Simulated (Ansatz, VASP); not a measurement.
**SrO: VASP beside Ansatz**

File INCAR:

```
PREC = Accurate
ENCUT = 520
EDIFF = 1E-6
ISMEAR = -1
SIGMA = 0.02
LREAL = F
LASPH = T
NELM = 80
ALGO = Normal
ISIF = 2
LWAVE = F
LCHARG = T
GGA = PE
LELF = T
LVHAR = T
NBANDS = 15
```

The input KPOINTS:

```
regular mesh
0
Gamma
  8 8 8
```

POSCAR

```
SrO
1.0
    3.1028650671      0.0871905084      0.0000000000
    0.0871905084      3.1028650671      0.0000000000
    0.0000000000      0.0000000000      3.1028650671
Sr O
1 1
Direct
    0.0000000000      0.0000000000      0.0000000000
    0.5000000000      0.5000000000      0.5000000000
```

Input for Ansatz:

```yaml
crystal:
  lattice:
    - [3.1028650671, 0.0871905084, 0.0]
    - [0.0871905084, 3.1028650671, 0.0]
    - [0.0, 0.0, 3.1028650671]
  atoms:
    - { symbol: Sr, position: [0.0, 0.0, 0.0] }
    - { symbol: O, position: [0.5, 0.5, 0.5] }
kpoints:
  mp_grid: { grid: [8, 8, 8] }
  band_path:
    path: [[0.0, 0.0, 0.0], [0.0, 0.5, 0.0], [0.5, 0.5, 0.0], [0.5, 0.5, 0.5]]
    npoints: 1
hamiltonian:
  xc: pbe
scf:
  occupations: { method: fermi_dirac, width: 0.02 }
  n_extra_bands: 4
output:
  forces: true
  stress: true
  eigenvalues: true
```

Change from the starting cell: shear_xy strain +5.6%.

Alike in both runs: task single point; functional PBE; k mesh 8 × 8 × 8; occupations fermi-dirac, width 0.02 eV; no spin polarisation.

|  | VASP | Ansatz |
| --- | --- | --- |
| version | VASP 6.6.1 | Ansatz 0.2.0 |
| potentials or method | VASP PAW PBE potentials, release 64 (Sr_sv, O) | plane waves, PAW |
| plane-wave cutoff (eV) | 520 | 420 |
| valence electrons in the cell | 16 | 16 |

|  | VASP | Ansatz | Ansatz less VASP |
| --- | --- | --- | --- |
| gap on the k mesh at the Fermi level (eV) | 2.76 | 2.81 | +0.056 |
| pressure (GPa) | 4.0 | 3.2 | -0.80 |
| traceless stress, the component that is largest in VASP (GPa) | -0.15 | -0.04 | +0.105 |
